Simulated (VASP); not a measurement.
Set up this calculation in VASP 6.6.1, as the native input.

```yaml
Task: relaxation of cell and atoms
Functional: PBE
Potentials_or_basis: VASP PAW PBE potentials, release 64 (Hf_pv, Si)
Cutoff: 500 eV
k_mesh: 10 × 10 × 10
Occupations: gaussian, width 0.1 eV
Spin: no spin polarisation
Dipole_correction: no
Further_INCAR_settings: ALGO = Normal; EDIFF = 1e-07; IBRION = 2; EDIFFG = -0.005; NSW = 100; ISIF = 3
```

The structure of HfSi2 lies in POSCAR:

```
HfSi2
1.0
    1.8501392521     -7.2783947329      0.0000000000
    1.8501392521      7.2783947329      0.0000000000
    0.0000000000      0.0000000000      3.6540200993
Hf Si
2 4
Direct
    0.6049707102      0.3950292898      0.2500000000
    0.3950292898      0.6049707102      0.7500000000
    0.9453849172      0.0546150828      0.2500000000
    0.0546150828      0.9453849172      0.7500000000
    0.2499640654      0.7500359346      0.2500000000
    0.7500359346      0.2499640654      0.7500000000
```

These files were run (other wordings do the same):

INCAR

```
ALGO     = Normal         # electronic algorithm
EDIFF    = 1E-7           # SCF threshold, eV
EDIFFG   = -0.005         # ionic threshold
ENCUT    = 500            # plane-wave cutoff, eV
GGA      = PE             # functional
GGA_COMPAT= F            
IBRION   = 2              # ionic algorithm
ISIF     = 3              # what is computed and relaxed
ISMEAR   = 0              # smearing method
LASPH    = T              # aspherical terms in the spheres
LCHARG   = F              # write CHGCAR
LREAL    = F              # projectors in reciprocal space
LWAVE    = F              # write WAVECAR
NELM     = 120            # most SCF steps
NELMIN   = 4            
NSW      = 100            # ionic steps
PREC     = Accurate       # precision mode
SIGMA    = 0.1            # smearing width, eV
```

KPOINTS

```
k-points
0
Gamma
  10 10 10
```

Potentials or basis: VASP PAW PBE potentials, release 64 (Hf_pv, Si).

Launch:

```bash
$ cat potpaw_PBE.64/Hf_pv/POTCAR potpaw_PBE.64/Si/POTCAR > POTCAR
$ mpirun -np 1 vasp_std > vasp.out
```

It gave:

| Quantity | Value |
| --- | --- |
| Relaxed volume | 16.39 Å³/atom |
| Relaxed cell | a = 7.527 Å, b = 7.527 Å, c = 3.658 Å, α = 90.00°, β = 90.00°, γ = 151.68° |
| Space group after relaxing (to 0.05 Å) | Cmcm (No. 63) |
| Energy gained by relaxing | 0.4 meV/atom |
| Ionic steps | 7 |
| Pressure after relaxing | 0.0 GPa |
| Band gap on the k mesh | zero (band 18 reaches 8.82 eV, above the bottom of band 19 at 7.91 eV) |

Caveat: spin-orbit coupling is left out, which moves the levels of the heavy elements.

Run time: 26 min on 1 thread of AMD EPYC 9R45 96-Core Processor (Zen 5), on a shared host, peak memory 0.49 GiB.
